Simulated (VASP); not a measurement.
# MgS (I4/mmm) in VASP: a series of runs

The runs below take MgS through single point, with r2SCAN.

Everything below comes from runs of VASP 6.6.1. Logs are shortened: lines on timing, memory, paths and dates and some standing lists are left out, and cuts for length are marked.

## Step 1: The cell of the first run

It takes space group I4/mmm (No. 139, tetragonal). The conventional cell has a = 3.716 Å, b = 3.716 Å, c = 5.172 Å, α = 90.00°, β = 90.00°, γ = 90.00°. Mg (site symmetry 4/mmm) has 6 S at 2.59 to 2.63 Å within 3.4 Å. Within 3.4 Å of S (site symmetry 4/mmm) lie 6 Mg at 2.59 to 2.63 Å.

## Step 2: Single point, r2SCAN (in-plane strain +0.01)

File POSCAR:

```
MgS
1.0
    2.6276665000      2.6276665000      0.0000000000
   -2.6276665000      2.6276665000      0.0000000000
    0.0000000000      2.6276665000      2.5860401000
Mg S
1 1
Direct
    0.0000000000      0.0000000000      0.0000000000
    0.5000000000      0.5000000000      0.0000000000
```

File INCAR.step1:

```
SYSTEM = MgS
  ALGO = Normal
  EDIFF = 1E-4
  ENCUT = 520
  GGA = PE
  ISMEAR = 0
  LASPH = .True.
  LCHARG = .False.
  LREAL = .False.
  LWAVE = .True.
  NBANDS = 11
  NELM = 80
  PREC = Accurate
  SIGMA = 0.01
```

File INCAR.step2:

```
SYSTEM = MgS
  ALGO = Normal
  EDIFF = 1E-7
  ENCUT = 520
  ISIF = 2
  ISMEAR = 0
  ISTART = 1
  LASPH = .True.
  LCHARG = .True.
  LELF = .True.
  LMIXTAU = .True.
  LREAL = .False.
  LVHAR = .True.
  LWAVE = .False.
  METAGGA = R2SCAN
  NBANDS = 11
  NELM = 80
  PREC = Accurate
  SIGMA = 0.01
```

File KPOINTS:

```
k-points
0
Gamma
  8 8 8
  0 0 0
```

Potentials or basis: VASP PAW PBE potentials, release 64 (Mg, S).

Launch:

```console
$ cat potpaw_PBE.64/Mg/POTCAR potpaw_PBE.64/S/POTCAR > POTCAR
$ cp INCAR.step1 INCAR
$ mpirun -np 1 vasp_std > vasp.out
$ cp INCAR.step2 INCAR
$ mpirun -np 1 vasp_std > vasp.out
```

OUTCAR:

```text
SYSTEM = MgS
   EDIFF = 1E-7
   ENCUT = 520
   ISIF = 2
   ISMEAR = 0
   ISTART = 1
   LASPH = .True.
   LREAL = .False.
   METAGGA = R2SCAN
   NELM = 80
   PREC = Accurate

 ion  position               nearest neighbor table
   1  0.000  0.000  0.000-   2 2.59   2 2.59   2 2.63   2 2.63   2 2.63   2 2.63
   2  0.500  0.500  0.000-   1 2.59   1 2.59   1 2.63   1 2.63   1 2.63   1 2.63

  LATTYP: Found a body centered tetragonal cell.
 ALAT       =     3.7160816017
 C/A-ratio  =     1.3918101792

  Lattice vectors:

 A1 = (   2.6276665000,   0.0000000000,  -2.5860401000)
 A2 = (  -2.6276665000,   0.0000000000,  -2.5860401000)
 A3 = (   0.0000000000,   2.6276665000,   2.5860401000)

Analysis of symmetry for initial positions (statically):
=====================================================================
 Subroutine PRICEL returns:
 Original cell was already a primitive cell.

 Routine SETGRP: Setting up the symmetry group for a
 body centered tetragonal supercell.

 Subroutine GETGRP returns: Found 16 space group operations
 (whereof 16 operations were pure point group operations)
 out of a pool of 16 trial point group operations.

The static configuration has the point symmetry D_4h.

Analysis of symmetry for dynamics (positions and initial velocities):
=====================================================================
 Subroutine PRICEL returns:
 Original cell was already a primitive cell.

 Routine SETGRP: Setting up the symmetry group for a
 body centered tetragonal supercell.

 Subroutine GETGRP returns: Found 16 space group operations
 (whereof 16 operations were pure point group operations)
 out of a pool of 16 trial point group operations.

The dynamic configuration has the point symmetry D_4h.

 Subroutine INISYM returns: Found 16 space group operations
 (whereof 16 operations are pure point group operations),
 and found     1 'primitive' translations

----------------------------------------------------------------------------------------

                                     Primitive cell

  volume of cell :      35.7113

  direct lattice vectors                    reciprocal lattice vectors
     2.627666500  2.627666500  0.000000000     0.190282899  0.190282899 -0.193345803
    -2.627666500  2.627666500  0.000000000    -0.190282899  0.190282899 -0.193345803
     0.000000000  2.627666500  2.586040100     0.000000000  0.000000000  0.386691606

  length of vectors
     3.716081602  3.716081602  3.686764792     0.331357455  0.331357455  0.386691606

  position of ions in fractional coordinates (direct lattice)
     0.000000000  0.000000000  0.000000000
     0.500000000  0.500000000  0.000000000

[... 82 lines left out ...]
   ISIF   =      2    stress and relaxation
   ISYM   =      2    0-nonsym 1-usesym 2-fastsym
   POTIM  = 0.5000    time-step for ionic-motion
   TEBEG  =    0.0;   TEEND  =   0.0 temperature during run
   PSTRESS=    0.0 pullay stress
   NELECT =       8.0000    total number of electrons
   NUPDOWN=      -1.0000    fix difference up-down
   EMIN   =  10.00;   EMAX   =-10.00  energy-range for DOS
   EFERMI =   0.00;   METHOD = LEGACY
   ISMEAR =     0;   SIGMA  =   0.01  broadening in eV -4-tet -1-fermi 0-gaus
   EFERMI_NEDOS =   21; number of points for ismear=-14 and -15
   IALGO  =     38    algorithm
   IMIX   =      4    mixing-type and parameters
     AMIX     =   0.40;   BMIX     =  1.00
     AMIX_MAG =   1.60;   BMIX_MAG =  1.00
  volume/ion in A,a.u.               =      17.86       120.50
  Fermi-wavevector in a.u.,A,eV,Ry     =   0.994267  1.878892 13.450262  0.988566
  Thomas-Fermi vector in A             =   2.126206
   LORBIT       =      0    0 simple, 1 ext, 2 COOP (PROOUT), +10 PAW based schemes
   METAGGA = R2SCAN    functional components
   LHFCALC =     F    Hartree Fock is set to
   AEXX    =    0.0000 exact exchange contribution
   IVDW    =     0    specifies the selected vdW correction
   LEPSILON=     F    determine dielectric tensor
   LRPA    =     F    only Hartree local field effects (RPA)
 non-spin polarized calculation
 Gauss-broadening in eV      SIGMA  =   0.01
  energy-cutoff  :      520.00
  volume of cell :       35.71
 maximum number of plane-waves:       982
   NGX = 13   NGY = 13   NGZ = 13

 number of electron       8.0000000 magnetization

 Free energy of the ion-electron system (eV)
  ---------------------------------------------------
  ext. energy  EPLUGINS =         0.00000000
  ---------------------------------------------------
  free energy    TOTEN  =       -15.50561116 eV

  energy without entropy =      -15.50561116  energy(sigma->0) =      -15.50561116

 E-fermi :   3.5193     XC(G=0): -10.0283

 val. band max:        3.3937324442   @ k =   0.0000   0.0000   0.0000
 cond. band min:       6.7193486063   @ k =   0.0000   0.0000   0.5000
 fundamental gap:      3.3256161620
 Fermi energy:         3.5193424136

 k-point     1 :       0.0000    0.0000    0.0000
  band No.  band energies     occupation
      1      -9.7330      2.00000
      2       3.3213      2.00000
      3       3.3937      2.00000
      4       3.3937      2.00000
      5       7.8687      0.00000
      6      11.8551      0.00000
      7      11.8551      0.00000
      8      12.0248      0.00000
      9      14.1837      0.00000
     10      14.4044      0.00000
     11      16.8761      0.00000
[... 309 lines left out ...]
 k-point    24 :       0.3750    0.0000    0.1250
  band No.  band energies     occupation
      1      -8.9067      2.00000
      2       0.1332      2.00000
      3       2.1632      2.00000
      4       3.0167      2.00000
      5       9.7189      0.00000
      6      11.1589      0.00000
      7      11.5720      0.00000
      8      12.2491      0.00000
      9      13.8820      0.00000
     10      16.8805      0.00000
     11      17.4725      0.00000

 [... further k-points ...]
[... 5 lines left out ...]
  --------------------------------------------------------------------------------------
  -------------------------------------------------------------------------------------
  Total       -0.4534733     -0.4534733     -0.0988696      0.0000000     -0.0000000     -0.0000000
  in kB      -20.3449489    -20.3449489     -4.4357558      0.0000000     -0.0000000     -0.0000000
  external PRESSURE =     -15.0418846 kB  Pullay stress =       0.0000000 kB

 VOLUME and BASIS-vectors are now :
 -----------------------------------------------------------------------------
  energy-cutoff  :      520.00
  volume of cell :       35.71
      direct lattice vectors                 reciprocal lattice vectors
     2.627666500  2.627666500  0.000000000     0.190282899  0.190282899 -0.193345803
    -2.627666500  2.627666500  0.000000000    -0.190282899  0.190282899 -0.193345803
     0.000000000  2.627666500  2.586040100     0.000000000  0.000000000  0.386691606

 POSITION                                       TOTAL-FORCE (eV/Angst)
 -----------------------------------------------------------------------------------
      0.00000      0.00000      0.00000        -0.000000      0.000000      0.000000
      0.00000      2.62767      0.00000         0.000000     -0.000000      0.000000
 -----------------------------------------------------------------------------------
    total drift:                               -0.000000      0.000000     -0.000000

  FREE ENERGIE OF THE ION-ELECTRON SYSTEM (eV)
  ---------------------------------------------------
  free  energy   TOTEN  =       -15.5056111627 eV

  energy  without entropy=      -15.5056111627  energy(sigma->0) =      -15.50561116
```

OSZICAR.step1:

```text
N       E                     dE             d eps       ncg     rms          rms(c)
DAV:   1     0.220123223122E+02    0.22012E+02   -0.36050E+03  1370   0.594E+02
DAV:   2    -0.745462017428E+01   -0.29467E+02   -0.27664E+02  1705   0.987E+01
DAV:   3    -0.890361550782E+01   -0.14490E+01   -0.14462E+01  1616   0.232E+01
DAV:   4    -0.891275719097E+01   -0.91417E-02   -0.91408E-02  1591   0.217E+00
DAV:   5    -0.891282333757E+01   -0.66147E-04   -0.66146E-04  1595   0.183E-01    0.435E+00
DAV:   6    -0.854172136844E+01    0.37110E+00   -0.80943E-01  1490   0.352E+00    0.340E+00
DAV:   7    -0.850144934691E+01    0.40272E-01   -0.22013E-01  1576   0.202E+00    0.226E+00
DAV:   8    -0.850144787692E+01    0.14700E-05   -0.15551E-02  1427   0.752E-01    0.101E+00
DAV:   9    -0.850111181090E+01    0.33607E-03   -0.89334E-04  1505   0.170E-01    0.360E-01
DAV:  10    -0.850112556191E+01   -0.13751E-04   -0.26687E-04  1415   0.745E-02
   1 F= -.85011256E+01 E0= -.85011256E+01  d E =-.713468E-20
```

Run time: 72 s. Hardware: 1 thread of Intel Xeon 6975P-C (Granite Rapids), shared host; peak memory 0.18 GiB.

Results:

```
Free energy            : -15.5056 eV
Pressure               : -1.5 GPa
Band gap on the k mesh : 3.33 eV, indirect (least direct gap 4.47 eV)
```

Caveat: the cell differs from its parent crystal (in-plane strain +0.01); the PAW data sets were made with another functional, which shifts forces and pressure a little. A k mesh can miss the band edges.

## Step 3: Single point, r2SCAN (in-plane strain +0.02, then relaxed in part)

File POSCAR:

```
MgS
1.0
    2.6536830000      2.6536830000      0.0000000000
   -2.6536830000      2.6536830000      0.0000000000
    0.0000000000      2.6536830000      2.5723523624
Mg S
1 1
Direct
    0.0000000000      0.0000000000      0.0000000000
    0.5000000000      0.5000000000      0.0000000000
```

File INCAR.step1:

```
SYSTEM = MgS
PREC = Accurate ; ENCUT = 520
ISMEAR = 0 ; SIGMA = 0.01
LREAL = .FALSE. ; LASPH = .TRUE.
NELM = 100 ; NBANDS = 11
GGA = PE ; ALGO = Normal
EDIFF = 1E-4 ; LWAVE = .TRUE.
LCHARG = .FALSE.
```

File INCAR.step2:

```
SYSTEM = MgS
PREC = Accurate ; ENCUT = 520
EDIFF = 1E-6 ; ISMEAR = 0
SIGMA = 0.01 ; LREAL = .FALSE.
LASPH = .TRUE. ; NELM = 100
ALGO = Normal ; ISIF = 2
LWAVE = .FALSE. ; LCHARG = .FALSE.
METAGGA = R2SCAN ; LMIXTAU = .TRUE.
NBANDS = 11 ; ISTART = 1
```

File KPOINTS:

```
regular mesh
0
G
  8 8 8
  0 0 0
```

Potentials or basis: VASP PAW PBE potentials, release 64 (Mg, S).

Launch:

```console
$ cat potpaw_PBE.64/Mg/POTCAR potpaw_PBE.64/S/POTCAR > POTCAR
$ cp INCAR.step1 INCAR
$ mpirun -np 1 vasp_std > vasp.out
$ cp INCAR.step2 INCAR
$ mpirun -np 1 vasp_std > vasp.out
```

It took 57 s on 1 thread of Intel Xeon 6975P-C (Granite Rapids), shared host; peak memory 0.17 GiB.

It converged, with:

* Free energy: -15.4941 eV
* Pressure: -2.4 GPa
* Band gap on the k mesh: 3.23 eV, indirect (least direct gap 4.33 eV)

Stress tensor (GPa, compression positive):
```
-3.41  0.00  0.00
 0.00 -3.41  0.00
 0.00  0.00 -0.49
```

Levels at points of the mesh, in eV from the valence-band top:
| k point | band 2 | band 3 | band 4 | band 5 | band 6 | band 7 |
| --- | --- | --- | --- | --- | --- | --- |
| (0.00, 0.00, 0.00) | -0.14 | 0.00 | 0.00 | 4.33 | 8.40 | 8.40 |
| (0.50, 0.00, 0.00) | -4.77 | -0.68 | -0.60 | 5.11 | 7.26 | 7.61 |
| (0.50, 0.50, 0.00) | -4.18 | -1.80 | -1.53 | 3.39 | 5.00 | 12.68 |
| (0.00, 0.00, 0.50) | -4.15 | -1.80 | -1.80 | 3.23 | 4.89 | 13.02 |

Caveat: the cell differs from its parent crystal (in-plane strain +0.02, then relaxed in part); the PAW data sets were made with another functional, which shifts forces and pressure a little. A k mesh can miss the band edges.

## Step 4: Single point, r2SCAN (in-plane strain +0.02)

POSCAR: that of step 3 with these lines changed.

```diff
@@ -4,3 +4,3 @@
    -2.6536830000      2.6536830000      0.0000000000
-    0.0000000000      2.6536830000      2.5723523624
+    0.0000000000      2.6536830000      2.5704302000
 Mg S
```

File INCAR.step1:

```
SYSTEM = MgS
PREC     = Accurate       ! precision mode
ENCUT    = 520            ! plane-wave cutoff, eV
ISMEAR   = 0              ! smearing method
SIGMA    = 0.01           ! smearing width, eV
LREAL    = .False.        ! projectors in reciprocal space
LASPH    = .True.         ! aspherical terms in the spheres
NELM     = 80             ! most SCF steps
NBANDS   = 11             ! bands
GGA      = PE             ! functional
ALGO     = Normal         ! electronic algorithm
EDIFF    = 1E-4           ! SCF threshold, eV
LWAVE    = .True.         ! write WAVECAR
LCHARG   = .False.        ! write CHGCAR
```

File INCAR.step2:

```
SYSTEM = MgS
PREC     = Accurate       ! precision mode
ENCUT    = 520            ! plane-wave cutoff, eV
EDIFF    = 1E-7           ! SCF threshold, eV
ISMEAR   = 0              ! smearing method
SIGMA    = 0.01           ! smearing width, eV
LREAL    = .False.        ! projectors in reciprocal space
LASPH    = .True.         ! aspherical terms in the spheres
NELM     = 80             ! most SCF steps
ALGO     = Normal         ! electronic algorithm
ISIF     = 2              ! what is computed and relaxed
LWAVE    = .False.        ! write WAVECAR
LCHARG   = .False.        ! write CHGCAR
METAGGA  = R2SCAN         ! meta-GGA
LMIXTAU  = .True.       
NBANDS   = 11             ! bands
ISTART   = 1
```

File KPOINTS:

```
regular mesh
0
Gamma
  8 8 8
  0 0 0
```

Launch:

```console
$ cat potpaw_PBE.64/Mg/POTCAR potpaw_PBE.64/S/POTCAR > POTCAR
$ cp INCAR.step1 INCAR
$ mpirun -np 1 vasp_std > vasp.out
$ cp INCAR.step2 INCAR
$ mpirun -np 1 vasp_std > vasp.out
```

Wall time 77 s (1 thread of Intel Xeon 6975P-C (Granite Rapids), shared host); peak memory 0.17 GiB.

It converged, with:

| Property | Result |
| --- | --- |
| Free energy | -15.4942 eV |
| Pressure | -2.4 GPa |
| Band gap on the k mesh | 3.23 eV, indirect (least direct gap 4.34 eV) |

Stress tensor (GPa, compression positive):
```
-3.38  0.00  0.00
 0.00 -3.38  0.00
 0.00  0.00 -0.37
```

Levels at points of the mesh, in eV from the valence-band top:
```
           k point  band 1  band 2  band 3  band 4  band 5  band 6  band 7  band 8
(0.00, 0.00, 0.00)  -13.07   -0.15    0.00    0.00    4.34    8.40    8.40    8.73
(0.50, 0.00, 0.00)  -11.81   -4.78   -0.68   -0.60    5.11    7.25    7.62   10.88
(0.50, 0.50, 0.00)  -11.49   -4.18   -1.80   -1.53    3.39    5.00   12.69   13.30
(0.00, 0.00, 0.50)  -11.37   -4.15   -1.81   -1.81    3.23    4.89   13.03   13.42
```

Caveat: the cell differs from its parent crystal (in-plane strain +0.02); the PAW data sets were made with another functional, which shifts forces and pressure a little. A k mesh can miss the band edges.

## Step 5: Single point, r2SCAN (film at in-plane strain +0.02)

POSCAR: that of step 4 with these lines changed.

```diff
@@ -4,3 +4,3 @@
    -2.6536830000      2.6536830000      0.0000000000
-    0.0000000000      2.6536830000      2.5704302000
+    0.0000000000      2.6536830000      2.5723523624
 Mg S
```

File INCAR.step1:

```
  PREC = Accurate
  ENCUT = 520
  ISMEAR = 0
  SIGMA = 0.01
  LREAL = F
  LASPH = T
  NELM = 60
  NBANDS = 11
  GGA = PE
  ALGO = Normal
  EDIFF = 1E-4
  LWAVE = T
  LCHARG = F
```

File INCAR.step2:

```
  PREC = Accurate
  ENCUT = 520
  EDIFF = 1E-6
  ISMEAR = 0
  SIGMA = 0.01
  LREAL = F
  LASPH = T
  NELM = 60
  ALGO = Normal
  ISIF = 2
  LWAVE = F
  LCHARG = T
  METAGGA = R2SCAN
  LMIXTAU = T
  LELF = T
  LVHAR = T
  NBANDS = 11
  ISTART = 1
```

File KPOINTS:

```
regular mesh
0
Gamma
  8 8 8
```

Launch:

```console
$ cat potpaw_PBE.64/Mg/POTCAR potpaw_PBE.64/S/POTCAR > POTCAR
$ cp INCAR.step1 INCAR
$ mpirun -np 1 vasp_std > vasp.out
$ cp INCAR.step2 INCAR
$ mpirun -np 1 vasp_std > vasp.out
```

Wall time 50 s (1 thread of Intel Xeon 6975P-C (Granite Rapids), shared host); peak memory 0.17 GiB.

Results (log left out):

```
Free energy            : -15.4941 eV
Pressure               : -2.4 GPa
Band gap on the k mesh : 3.23 eV, indirect (least direct gap 4.33 eV)
```

Stress tensor (GPa, compression positive):
```
-3.41  0.00  0.00
 0.00 -3.41  0.00
 0.00  0.00 -0.49
```

Levels at points of the mesh, in eV from the valence-band top:
| k point | band 2 | band 3 | band 4 | band 5 | band 6 | band 7 |
| --- | --- | --- | --- | --- | --- | --- |
| (0.00, 0.00, 0.00) | -0.14 | 0.00 | 0.00 | 4.33 | 8.40 | 8.40 |
| (0.50, 0.00, 0.00) | -4.77 | -0.68 | -0.60 | 5.11 | 7.26 | 7.61 |
| (0.50, 0.50, 0.00) | -4.18 | -1.80 | -1.53 | 3.39 | 5.00 | 12.68 |
| (0.00, 0.00, 0.50) | -4.15 | -1.80 | -1.80 | 3.23 | 4.89 | 13.02 |

Caveat: the cell differs from its parent crystal (film at in-plane strain +0.02); the PAW data sets were made with another functional, which shifts forces and pressure a little. A k mesh can miss the band edges.

## Step 6: The runs side by side

```tsv
cell	gap on the mesh (eV)	pressure (GPa)
a = 3.716, b = 3.716, c = 3.687 Å, angles 59.7, 59.7, 90.0°, 2 atoms	3.33	-1.5
a = 3.753, b = 3.753, c = 3.696 Å, angles 59.5, 59.5, 90.0°, 2 atoms	3.23	-2.4
a = 3.753, b = 3.753, c = 3.694 Å, angles 59.5, 59.5, 90.0°, 2 atoms	3.23	-2.4
```

Alike in all rows: task single point; level r2SCAN; potentials or basis VASP PAW PBE potentials, release 64 (Mg, S); no spin polarisation; k mesh 8 × 8 × 8; cutoff (eV) 520; smearing gaussian 0.01 eV.

Caveats: the PAW data sets were made with another functional, which shifts forces and pressure a little.

Total energies depend on the potentials used, so only differences within one code and one set of settings carry meaning.
